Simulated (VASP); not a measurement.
Here is a VASP 6.6.1 calculation.

File INCAR:

```
SYSTEM = AlN
  PREC = Accurate
  ENCUT = 520
  EDIFF = 1E-6
  ISMEAR = 0
  SIGMA = 0.01
  LREAL = .False.
  LASPH = .True.
  NELM = 80
  ALGO = Normal
  ISIF = 2
  LWAVE = .False.
  LCHARG = .True.
  GGA = PE
  LELF = .True.
  LVHAR = .True.
  NBANDS = 11
```

KPOINTS

```
regular mesh
0
Gamma
  6 6 6
  0 0 0
```

Contents of POSCAR:

```
AlN
1.0
    0.0616615964      1.9997753105      1.9997753105
    1.9997753105      0.0616615964      1.9997753105
    1.9997753105      1.9997753105      0.0616615964
Al N
1 1
Direct
    0.0000000000      0.0000000000      0.0000000000
    0.5000000000      0.5000000000      0.5000000000
```

Potentials or basis: VASP PAW PBE potentials, release 64 (Al, N).

Command:

```console
$ cat potpaw_PBE.64/Al/POTCAR potpaw_PBE.64/N/POTCAR > POTCAR
$ mpirun -np 1 vasp_std > vasp.out
```

Task: Predict the pressure.

Result: 30.6 GPa.

Task: Estimate the band gap on the k mesh.

Result: 4.49 eV, indirect (least direct gap 6.46 eV).

Stress tensor (GPa, compression positive):
```
 30.60 -11.45 -11.45
-11.45  30.60 -11.45
-11.45 -11.45  30.60
```

Caveat: the k points lie up to 0.47 Å⁻¹ apart; the cell differs from its parent crystal (epitaxial 111 strain -4.0%). A k mesh can miss the band edges.
